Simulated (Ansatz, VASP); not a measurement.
## GaB8 in VASP and in Ansatz

```
CELL_PARAMETERS angstrom
2.93655 -4.78085 0.00000
2.93655 4.78085 0.00000
0.00000 0.00000 3.45815
ATOMIC_POSITIONS crystal
Ga 0.50000 0.50000 0.00000
B 0.14314 0.14314 0.50000
B 0.85686 0.85686 0.50000
B 0.26169 0.73831 0.50000
B 0.73831 0.26169 0.50000
B 0.08172 0.41043 0.50000
B 0.91828 0.58957 0.50000
B 0.41043 0.08172 0.50000
B 0.58957 0.91828 0.50000
```

Alike in both runs: functional PBE; k mesh 8 × 8 × 12; occupations gaussian, width 0.1 eV; no spin polarisation.

Ansatz relaxed the structure, and its values are those at the end. VASP's run is a single point on that final structure, the one shown.

|  | VASP | Ansatz |
| --- | --- | --- |
| version | VASP 6.6.1 | Ansatz 0.2.0 |
| potentials or method | VASP PAW PBE potentials, release 64 (Ga_d, B), cutoff 520 eV | scalar-relativistic, plane waves, PAW |
| valence electrons in the cell | 37 | 37 |

```tsv
	VASP	Ansatz	Ansatz less VASP
gap on the k mesh at the Fermi level (eV)	none	none	-
pressure (GPa)	0.0	0.0	-0.02
rms of the force components (eV/Å)	0.006	0.001	-0.0053
```

A gap of «none» marks a metal or a gap that the smearing closes.
